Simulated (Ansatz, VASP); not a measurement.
# HfZrS3 in VASP and in Ansatz

```xyz
5
Lattice="-2.2978 3.3736 4.0405 2.2978 -3.3736 4.0405 2.2978 3.3736 -4.0405" Properties=species:S:1:pos:R:3 pbc="T T T"
Zr    0.0000    0.0000    4.0405
Hf    2.2978    0.0000    0.0000
S     0.0000    0.0000    6.6033
S     0.0000    0.0000    1.4777
S     0.0000    3.3736    0.0000
```

Alike in both runs: functional PBE; k mesh 10 × 10 × 10; occupations gaussian, width 0.1 eV; no spin polarisation.

Ansatz relaxed the structure, and its values are those at the end. VASP's run is a single point on that final structure, the one shown.

```csv
,VASP,Ansatz
version,VASP 6.6.1,Ansatz 0.2.0
potentials or method,"VASP PAW PBE potentials, release 64 (Zr_sv, Hf_pv, S), cutoff 520 eV","scalar-relativistic, plane waves, PAW"
valence electrons in the cell,40,56
```

|  | VASP | Ansatz | Ansatz less VASP |
| --- | --- | --- | --- |
| gap on the k mesh at the Fermi level (eV) | none | none | - |
| pressure (GPa) | -0.2 | 0.0 | +0.22 |
| rms of the force components (eV/Å) | 0.014 | 0.000 | -0.0136 |

A gap of «none» marks a metal or a gap that the smearing closes. VASP's potentials hold 40 valence electrons a cell and Ansatz's 56, so a difference there can come from the potentials and not from the codes.

Neither program's run includes spin-orbit coupling.
